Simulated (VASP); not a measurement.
# V (P1) in VASP: further runs

V is run at these levels: PBEsol; tasks: single point.

All numbers are computed with VASP 6.6.1; they aren't measurements. Logs are shortened: lines on timing, memory, paths and dates and some standing lists are left out, and cuts for length are marked.

**1. The cell of the first run**

The typed cell holds 16 atoms: a = 6.040 Å, b = 6.040 Å, c = 6.040 Å, α = 90.00°, β = 90.00°, γ = 90.00°.

**2. Single point, PBEsol**

File INCAR:

```
SYSTEM = V
PREC = Accurate
ENCUT = 520
EDIFF = 1E-6
ISMEAR = -1
SIGMA = 0.17
LREAL = Auto
LASPH = .True.
NELM = 100
ALGO = Normal
ISIF = 2
LWAVE = .False.
LCHARG = .False.
GGA = PS
NBANDS = 118
```

File KPOINTS:

```
regular mesh
0
Gamma
  2 2 2
  0 0 0
```

File POSCAR:

```
V
1.0
    6.0400000000      0.0000000000      0.0000000000
    0.0000000000      6.0400000000      0.0000000000
    0.0000000000      0.0000000000      6.0400000000
V
16
Direct
    0.0217880795     -0.0063245033      0.0392052980
    0.5167218543      0.0216225166      0.0663741722
   -0.0294867550      0.4605132450      0.0663410596
   -0.0127814570      0.0000993377      0.5695860927
    0.2307450331      0.2989900662      0.3029139073
    0.4920529801      0.4819536424      0.0828973510
    0.5053311258      0.0064569536      0.5532947020
    0.7455463576      0.2533443709      0.3249337748
    0.0084768212      0.5131456954      0.5377483444
    0.2465231788      0.7458278146      0.2849172185
    0.2537913907      0.2365066225      0.8058443709
    0.4576986755      0.5217715232      0.5408112583
    0.7520860927      0.7212086093      0.3375165563
    0.7414735099      0.2417384106      0.8139900662
    0.2555794702      0.7826986755      0.7967549669
    0.7414238411      0.7401986755      0.8019039735
```

Potentials or basis: VASP PAW PBE potentials, release 64 (V_sv).

Run with:

```console
cat potpaw_PBE.64/V_sv/POTCAR > POTCAR
mpirun -np 1 vasp_std > vasp.out
```

OUTCAR:

```text
SYSTEM = V
   PREC = Accurate
   ENCUT = 520
   EDIFF = 1E-6
   ISMEAR = -1
   LREAL = Auto
   LASPH = .True.
   NELM = 100
   ISIF = 2
   GGA = PS

 ion  position               nearest neighbor table
   1  0.022  0.994  0.039-  15 2.40  11 2.47  10 2.51  14 2.64  16 2.70   5 2.74   3 2.84   4 2.84
                             8 2.87
   2  0.517  0.022  0.066-  14 2.44   8 2.51  11 2.59  10 2.68  15 2.69  16 2.70   6 2.79   5 2.80
                            13 2.83
   3  0.971  0.461  0.066-   5 2.34   8 2.42  14 2.45  13 2.63  11 2.69  16 2.71  10 2.74   1 2.84
                             9 2.87   6 2.89
   4  0.987  0.000  0.570-  15 2.50  14 2.55  16 2.58   8 2.58  11 2.58  13 2.61  10 2.79   5 2.83
                             1 2.84   7 2.91
   5  0.231  0.299  0.303-   3 2.34   6 2.34   9 2.34  12 2.40  10 2.70   1 2.74   2 2.80   4 2.83
                             7 2.86
   6  0.492  0.482  0.083-   5 2.34  10 2.50   8 2.53  13 2.63  14 2.65  11 2.66  16 2.75  12 2.78
                             2 2.79  15 2.89   3 2.89
   7  0.505  0.006  0.553-   8 2.50  15 2.50  14 2.56  11 2.56  16 2.62  13 2.62  10 2.75   5 2.86
                             4 2.91
   8  0.746  0.253  0.325-   3 2.42   7 2.50   2 2.51   6 2.53   9 2.58   4 2.58  12 2.71  13 2.83
                             1 2.87
   9  0.008  0.513  0.538-  13 2.33   5 2.34  10 2.52   8 2.58  16 2.65  15 2.71  12 2.71  11 2.76
                            14 2.84   3 2.87
  10  0.247  0.746  0.285-  12 2.42   6 2.50   1 2.51   9 2.52   2 2.68   5 2.70   3 2.74   7 2.75
                             4 2.79
  11  0.254  0.237  0.806-   1 2.47   7 2.56   4 2.58   2 2.59  12 2.65   6 2.66   3 2.69  15 2.74
                             9 2.76
  12  0.458  0.522  0.541-   5 2.40  10 2.42  13 2.47  15 2.52  11 2.65  16 2.68   8 2.71   9 2.71
                             6 2.78  14 2.92
  13  0.752  0.721  0.338-   9 2.33  12 2.47   4 2.61   7 2.62   3 2.63   6 2.63  16 2.81   8 2.83
                             2 2.83
  14  0.741  0.242  0.814-   2 2.44   3 2.45   4 2.55   7 2.56   1 2.64   6 2.65   9 2.84  12 2.92

  15  0.256  0.783  0.797-   1 2.40   4 2.50   7 2.50  12 2.52   2 2.69   9 2.71  11 2.74   6 2.89

  16  0.741  0.740  0.802-   4 2.58   7 2.62   9 2.65  12 2.68   1 2.70   2 2.70   3 2.71   6 2.75
                            13 2.81

  LATTYP: Found a simple cubic cell.
 ALAT       =     6.0400000000

  Lattice vectors:

 A1 = (   6.0400000000,   0.0000000000,   0.0000000000)
 A2 = (   0.0000000000,   6.0400000000,   0.0000000000)
 A3 = (   0.0000000000,   0.0000000000,   6.0400000000)

Analysis of symmetry for initial positions (statically):
=====================================================================
 Subroutine PRICEL returns:
 Original cell was already a primitive cell.

 Routine SETGRP: Setting up the symmetry group for a
 simple cubic supercell.

 Subroutine GETGRP returns: Found  1 space group operations
 (whereof  1 operations were pure point group operations)
 out of a pool of 48 trial point group operations.

The static configuration has the point symmetry C_1 .

Analysis of symmetry for dynamics (positions and initial velocities):
=====================================================================
 Subroutine PRICEL returns:
 Original cell was already a primitive cell.

 Routine SETGRP: Setting up the symmetry group for a
 simple cubic supercell.

 Subroutine GETGRP returns: Found  1 space group operations
 (whereof  1 operations were pure point group operations)
 out of a pool of 48 trial point group operations.

The dynamic configuration has the point symmetry C_1 .

 Subroutine INISYM returns: Found  1 space group operations
 (whereof  1 operations are pure point group operations),
 and found     1 'primitive' translations

----------------------------------------------------------------------------------------

                                     Primitive cell

  volume of cell :     220.3489

  direct lattice vectors                    reciprocal lattice vectors
     6.040000000  0.000000000  0.000000000     0.165562914  0.000000000  0.000000000
     0.000000000  6.040000000  0.000000000     0.000000000  0.165562914  0.000000000
     0.000000000  0.000000000  6.040000000     0.000000000  0.000000000  0.165562914

  length of vectors
     6.040000000  6.040000000  6.040000000     0.165562914  0.165562914  0.165562914

  position of ions in fractional coordinates (direct lattice)
     0.021788079  0.993675497  0.039205298
     0.516721854  0.021622517  0.066374172
     0.970513245  0.460513245  0.066341060
     0.987218543  0.000099338  0.569586093
     0.230745033  0.298990066  0.302913907
     0.492052980  0.481953642  0.082897351
[... 8 lines left out ...]
     0.255579470  0.782698676  0.796754967
     0.741423841  0.740198675  0.801903974

  ion indices of the primitive-cell ions
   primitive index   ion index
                 1           1
                 2           2
                 3           3
                 4           4
                 5           5
                 6           6
[... 8 lines left out ...]
                15          15
                16          16

----------------------------------------------------------------------------------------

 KPOINTS: regular mesh

Automatic generation of k-mesh.
 Grid dimensions read from file:
 generate k-points for:    2    2    2

 Generating k-lattice:

  Cartesian coordinates                     Fractional coordinates (reciprocal lattice)
     0.082781457  0.000000000  0.000000000     0.500000000  0.000000000  0.000000000
     0.000000000  0.082781457  0.000000000     0.000000000  0.500000000  0.000000000
     0.000000000  0.000000000  0.082781457     0.000000000  0.000000000  0.500000000

  Length of vectors
     0.082781457  0.082781457  0.082781457

  Shift w.r.t. Gamma in fractional coordinates (k-lattice)
     0.000000000  0.000000000  0.000000000

 Subroutine IBZKPT returns following result:
 ===========================================

 Found      8 irreducible k-points:

 Following reciprocal coordinates:
            Coordinates               Weight
  0.000000  0.000000  0.000000      1.000000
  0.500000  0.000000  0.000000      1.000000
  0.000000  0.500000  0.000000      1.000000
  0.000000  0.000000  0.500000      1.000000
  0.500000  0.500000  0.000000      1.000000
  0.000000  0.500000  0.500000      1.000000
  0.500000  0.000000  0.500000      1.000000
  0.500000  0.500000  0.500000      1.000000
   k-points           NKPTS =      8   k-points in BZ     NKDIM =      8   number of bands    NBANDS=    118
   number of dos      NEDOS =    301   number of ions     NIONS =     16
   total plane-waves  NPLWV = 110592
   dimension x,y,z NGX =    48 NGY =   48 NGZ =   48
   dimension x,y,z NGXF=    96 NGYF=   96 NGZF=   96
   ions per type =              16
   NGX,Y,Z   is equivalent  to a cutoff of  13.21, 13.21, 13.21 a.u.
   NGXF,Y,Z  is equivalent  to a cutoff of  26.42, 26.42, 26.42 a.u.
 SYSTEM =  V
   PREC   = accura    normal or accurate (medium, high low for compatibility)
   ISTART =      0    job   : 0-new  1-cont  2-samecut
   ICHARG =      2    charge: 1-file 2-atom 10-const
   ISPIN  =      1    spin polarized calculation?
   LNONCOLLINEAR =      F non collinear calculations
   LSORBIT =      F    spin-orbit coupling
   LASPH  =      T    aspherical Exc in radial PAW
   ENCUT  =  520.0 eV  38.22 Ry    6.18 a.u.  11.23 11.23 11.23*2*pi/ulx,y,z
   NELM   =    100;   NELMIN=  2; NELMDL= -5     # of ELM steps
   EDIFF  = 0.1E-05   stopping-criterion for ELM
   LREAL  =      T    real-space projection
   EDIFFG = 0.1E-04   stopping-criterion for IOM
   NSW    =      0    number of steps for IOM
   IBRION =     -1    ionic relax: 0-MD 1-quasi-New 2-CG
   NFREE  =      0    steps in history (QN), initial steepest desc. (CG)
   ISIF   =      2    stress and relaxation
   ISYM   =      2    0-nonsym 1-usesym 2-fastsym
   POTIM  = 0.5000    time-step for ionic-motion
   TEBEG  =    0.0;   TEEND  =   0.0 temperature during run
   PSTRESS=    0.0 pullay stress
   NELECT =     208.0000    total number of electrons
   NUPDOWN=      -1.0000    fix difference up-down
   EMIN   =  10.00;   EMAX   =-10.00  energy-range for DOS
   EFERMI =   0.00;   METHOD = LEGACY
   ISMEAR =    -1;   SIGMA  =   0.17  broadening in eV -4-tet -1-fermi 0-gaus
   EFERMI_NEDOS =   21; number of points for ismear=-14 and -15
   IALGO  =     38    algorithm
   IMIX   =      4    mixing-type and parameters
     AMIX     =   0.40;   BMIX     =  1.00
     AMIX_MAG =   1.60;   BMIX_MAG =  1.00
  volume/ion in A,a.u.               =      13.77        92.94
  Fermi-wavevector in a.u.,A,eV,Ry     =   1.605927  3.034761 35.089425  2.579000
  Thomas-Fermi vector in A             =   2.702195
   LORBIT       =      0    0 simple, 1 ext, 2 COOP (PROOUT), +10 PAW based schemes
   GGA     = PS    functional components
   LHFCALC =     F    Hartree Fock is set to
   AEXX    =    0.0000 exact exchange contribution
   IVDW    =     0    specifies the selected vdW correction
   LEPSILON=     F    determine dielectric tensor
   LRPA    =     F    only Hartree local field effects (RPA)
 non-spin polarized calculation
  energy-cutoff  :      520.00
  volume of cell :      220.35
 maximum number of plane-waves:      6031
 NGX is ok and might be reduce to    48
   NGX = 23   NGY = 23   NGZ = 23

 number of electron     208.0000005 magnetization

 Free energy of the ion-electron system (eV)
  ---------------------------------------------------
  ext. energy  EPLUGINS =         0.00000000
  ---------------------------------------------------
  free energy    TOTEN  =      -153.54418741 eV

  energy without entropy =     -151.48520060  energy(sigma->0) =     -152.51469401

 E-fermi :   9.4006     XC(G=0): -12.9001

 val. band max:        9.3929944625   @ k =   0.0000   0.0000   0.0000
 cond. band min:       9.4182096540   @ k =   0.0000   0.5000   0.0000
 fundamental gap:      0.0252151915
 Fermi energy:         9.4005797699

 k-point     1 :       0.0000    0.0000    0.0000
  band No.  band energies     occupation
      1     -54.2302      2.00000
      2     -54.1424      2.00000
      3     -54.0975      2.00000
      4     -54.0758      2.00000
      5     -54.0550      2.00000
      6     -54.0340      2.00000
[... 108 lines left out ...]
    115      10.8452      0.00041
    116      10.8870      0.00032

 k-point     2 :       0.5000    0.0000    0.0000
  band No.  band energies     occupation
      1     -54.1909      2.00000
      2     -54.1724      2.00000
      3     -54.1073      2.00000
      4     -54.0748      2.00000
      5     -54.0658      2.00000
      6     -54.0424      2.00000
[... 706 lines left out ...]
 k-point     8 :       0.5000    0.5000    0.5000
  band No.  band energies     occupation
      1     -54.1767      2.00000
      2     -54.1411      2.00000
      3     -54.1040      2.00000
      4     -54.1012      2.00000
      5     -54.0829      2.00000
      6     -54.0603      2.00000
[... 108 lines left out ...]
    115      11.1920      0.00005
    116      11.2287      0.00004
 [bands above 116 left out]

------------------------ aborting loop because EDIFF is reached ----------------------------------------

  FORCE on cell =-STRESS in cart. coord.  units (eV):
  Direction    XX          YY          ZZ          XY          YZ          ZX
  --------------------------------------------------------------------------------------
  -------------------------------------------------------------------------------------
  Total       -7.5821326     -7.9486331     -8.3519112     -0.1355007      0.5596469     -0.3430997
  in kB      -55.1303998    -57.7952594    -60.7275324     -0.9852386      4.0692453     -2.4947100
  external PRESSURE =     -57.8843972 kB  Pullay stress =       0.0000000 kB

 VOLUME and BASIS-vectors are now :
 -----------------------------------------------------------------------------
  energy-cutoff  :      520.00
  volume of cell :      220.35
      direct lattice vectors                 reciprocal lattice vectors
     6.040000000  0.000000000  0.000000000     0.165562914  0.000000000  0.000000000
     0.000000000  6.040000000  0.000000000     0.000000000  0.165562914  0.000000000
     0.000000000  0.000000000  6.040000000     0.000000000  0.000000000  0.165562914

 POSITION                                       TOTAL-FORCE (eV/Angst)
 -----------------------------------------------------------------------------------
      0.13160      6.00180      0.23680        -1.161971     -0.009776      0.734152
      3.12100      0.13060      0.40090        -0.484065     -1.155891     -0.251993
      5.86190      2.78150      0.40070         0.833694      1.846665     -0.921215
      5.96280      0.00060      3.44030         0.575587     -0.016458     -0.647326
      1.39370      1.80590      1.82960         0.572206     -3.018833      0.050208
      2.97200      2.91100      0.50070         0.367612      1.081971     -1.523993
[... 8 lines left out ...]
      1.54370      4.72750      4.81240        -0.180718     -1.106475      0.286216
      4.47820      4.47080      4.84350         0.166142      0.198674      0.597410
 -----------------------------------------------------------------------------------
    total drift:                                0.002883      0.009290      0.002857

  FREE ENERGIE OF THE ION-ELECTRON SYSTEM (eV)
  ---------------------------------------------------
  free  energy   TOTEN  =      -153.5441874124 eV

  energy  without entropy=     -151.4852006022  energy(sigma->0) =     -152.51469401
```

It took 15 min on 1 thread of Intel Xeon 8259CL, shared host; peak memory 0.4 GiB.

Results:

- Free energy: -153.5442 eV
- Pressure: -5.8 GPa
- Largest force: 3.073 eV/Å
- Band gap on the k mesh: zero (bands 104 and 105 overlap by 1.03 eV)

Forces on the atoms (eV/Å):
```
V   -1.162 -0.010  0.734
V   -0.484 -1.156 -0.252
V    0.834  1.847 -0.921
V    0.576 -0.016 -0.647
V    0.572 -3.019  0.050
V    0.368  1.082 -1.524
V   -0.304  0.098  0.293
V   -0.097 -0.549 -0.252
V   -1.048 -0.481  1.655
V   -0.152  1.238  0.484
V   -0.322  1.008 -0.158
V    1.519 -0.536  1.395
V   -0.383  1.462 -1.487
V    0.100 -0.059 -0.254
V   -0.181 -1.106  0.286
V    0.166  0.199  0.597
```

Caveat: the k points lie up to 0.52 Å⁻¹ apart, too coarse for converged energies and pressures of a metal; the atoms stand as in a frame of molecular dynamics; the PAW data sets were made with another functional, which shifts forces and pressure a little.

**3. Single point, PBEsol**

File INCAR:

```
SYSTEM = V
PREC = Accurate ; ENCUT = 520
EDIFF = 1E-6 ; ISMEAR = -1
SIGMA = 0.17 ; LREAL = Auto
LASPH = .True. ; NELM = 100
ALGO = Normal ; ISIF = 2
LWAVE = .False. ; LCHARG = .False.
GGA = PS ; NBANDS = 118
```

KPOINTS is that of step 2.

File POSCAR:

```
V
1.0
    6.0400000000      0.0000000000      0.0000000000
    0.0000000000      6.0400000000      0.0000000000
    0.0000000000      0.0000000000      6.0400000000
V
16
Direct
    0.0118543046     -0.0375496689      0.0418874172
    0.5206953642     -0.0006788079      0.0882119205
   -0.0392384106      0.4753145695      0.0641390728
   -0.0055132450      0.0413576159      0.5874337748
    0.2102483444      0.2287251656      0.3191059603
    0.4901490066      0.5199006623      0.0434105960
    0.5008774834      0.0326324503      0.5826324503
    0.7438410596      0.2753973510      0.3380463576
    0.0226158940      0.5075827815      0.5296192053
    0.2432450331      0.7032615894      0.2869867550
    0.2561423841      0.2467384106      0.7997682119
    0.4769867550      0.4936920530      0.5209271523
    0.7547019868      0.7399006623      0.2803476821
    0.7433443709      0.2808443709      0.8193046358
    0.2681456954      0.7563079470      0.8483940397
    0.7288410596      0.7563079470      0.7748675497
```

Potentials or basis: VASP PAW PBE potentials, release 64 (V_sv).

Run with:

```console
cat potpaw_PBE.64/V_sv/POTCAR > POTCAR
mpirun -np 1 vasp_std > vasp.out
```

Wall time 16 min (1 thread of Intel Xeon 8259CL, shared host); peak memory 0.4 GiB.

It converged, with:

* Free energy: -152.4465 eV
* Pressure: -4.6 GPa
* Largest force: 2.261 eV/Å
* Band gap on the k mesh: zero (bands 104 and 105 overlap by 0.91 eV)

Forces on the atoms (eV/Å):
```
V   -0.991  1.283  0.647
V   -0.781  0.168 -0.871
V    1.710  0.750 -0.917
V    0.048 -1.907 -0.617
V    1.419  0.111 -0.659
V    0.369 -1.613  0.371
V    0.048 -0.993 -0.796
V   -0.008 -1.251 -1.279
V   -1.572  0.060  1.623
V   -0.012  2.206  0.329
V   -0.449  0.438  1.162
V    0.444  0.761  1.570
V   -0.377  0.880  1.289
V   -0.167 -0.993 -0.708
V   -0.518 -0.093 -2.163
V    0.838  0.193  1.018
```

Stress tensor (GPa, compression positive):
```
-3.02 -1.26 -0.80
-1.26 -5.62 -0.71
-0.80 -0.71 -5.06
```

Levels at points of the mesh, in eV from the Fermi level:
```
           k point  band 100  band 101  band 102  band 103  band 104  band 105  band 106  band 107
(0.00, 0.00, 0.00)      0.05      0.24      0.30      0.37      0.47      0.56      0.57      0.67
(0.50, 0.00, 0.00)     -0.23     -0.12     -0.07      0.06      0.08      0.18      0.22      0.26
(0.00, 0.50, 0.00)     -0.28     -0.25     -0.16      0.00      0.05      0.12      0.19      0.27
(0.00, 0.00, 0.50)     -0.24     -0.17     -0.08      0.04      0.10      0.18      0.24      0.27
(0.50, 0.50, 0.00)     -0.40     -0.40     -0.33     -0.27     -0.17     -0.11     -0.05      0.19
(0.00, 0.50, 0.50)     -0.54     -0.42     -0.37     -0.36     -0.30     -0.16     -0.11      0.04
(0.50, 0.00, 0.50)     -0.42     -0.36     -0.27     -0.23     -0.08      0.00      0.06      0.09
(0.50, 0.50, 0.50)     -0.73     -0.68     -0.65     -0.62     -0.51     -0.45     -0.39     -0.34
```

Caveat: the k points lie up to 0.52 Å⁻¹ apart, too coarse for converged energies and pressures of a metal; the atoms stand as in a frame of molecular dynamics; the PAW data sets were made with another functional, which shifts forces and pressure a little.

(Part 1 of 2 ends here.)
